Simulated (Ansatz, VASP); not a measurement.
# O in VASP and in Ansatz

```
O
1.0
     2.85140   -1.66242    0.00000
     2.85140    1.66242    0.00000
    -2.39449    0.00000    3.64705
O
2
Direct
  0.02545 0.02545 0.15557
  0.97455 0.97455 0.84443
```

Alike in both runs: task single point; functional PBEsol; k mesh 7 × 7 × 5; occupations fermi-dirac, width 0.1 eV; no spin polarisation.

```csv
,VASP,Ansatz
version,VASP 6.6.1,Ansatz 0.2.0
potentials or method,"VASP PAW PBE potentials, release 64 (O), cutoff 520 eV","plane waves, PAW"
valence electrons in the cell,12,12
```

|  | VASP | Ansatz | Ansatz less VASP |
| --- | --- | --- | --- |
| pressure (GPa) | -1.2 | -3.2 | -2.05 |
| traceless stress, the component that is largest in VASP (GPa) | -1.98 | 0.31 | +2.296 |

VASP's potentials were made for PBE, not for PBEsol. Ansatz's warnings: stress scf threshold loose.

Noted on VASP's run: the standard files for N, O and F lose accuracy on very short bonds; spin is off for a triplet molecule.
